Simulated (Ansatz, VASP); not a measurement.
**NaI: VASP beside Ansatz**

File INCAR:

```
  PREC = Accurate
  ENCUT = 520
  EDIFF = 1E-6
  ISMEAR = -1
  SIGMA = 0.02
  LREAL = F
  LASPH = T
  NELM = 100
  ALGO = Normal
  ISIF = 2
  LWAVE = F
  LCHARG = T
  GGA = PE
  LELF = T
  LVHAR = T
  NBANDS = 14
```

File KPOINTS:

```
Automatic mesh
0
Gamma
  8 8 8
```

File POSCAR:

```
NaI
1.0
    0.0000000000      3.2998749385      3.2998749385
    3.2998749385      0.0000000000      3.2998749385
    3.2998749385      3.2998749385      0.0000000000
Na I
1 1
Direct
    0.0000000000      0.0000000000      0.0000000000
    0.5000000000      0.5000000000      0.5000000000
```

Input for Ansatz:

```yaml
crystal:
  lattice:
    - [0.0, 3.2998749385, 3.2998749385]
    - [3.2998749385, 0.0, 3.2998749385]
    - [3.2998749385, 3.2998749385, 0.0]
  atoms:
    - { symbol: Na, position: [0.0, 0.0, 0.0] }
    - { symbol: I, position: [0.5, 0.5, 0.5] }
kpoints:
  mp_grid: { grid: [8, 8, 8] }
scf:
  occupations: { method: fermi_dirac, width: 0.02 }
hamiltonian:
  xc: pbe
  pseudopotentials: { kind: all_electron, lapw: { basis_error: 0.001 } }
output:
  forces: true
  stress: true
  eigenvalues: true
```

Change from the starting cell: volume scaled by 1.06.

Alike in both runs: task single point; functional PBE; k mesh 8 × 8 × 8; occupations fermi-dirac, width 0.02 eV; no spin polarisation.

```csv
,VASP,Ansatz
version,VASP 6.6.1,Ansatz 0.2.0
potentials or method,"VASP PAW PBE potentials, release 64 (Na_pv, I), cutoff 520 eV","all-electron LAPW, scalar-relativistic"
```

|  | VASP | Ansatz | Ansatz less VASP |
| --- | --- | --- | --- |
| gap on the k mesh at the Fermi level (eV) | 3.49 | 3.50 | +0.003 |
| pressure (GPa) | -0.4 | -0.4 | 0.00 |

Ansatz ran all-electron here, and VASP with PAW potentials.

Neither program's run includes spin-orbit coupling.
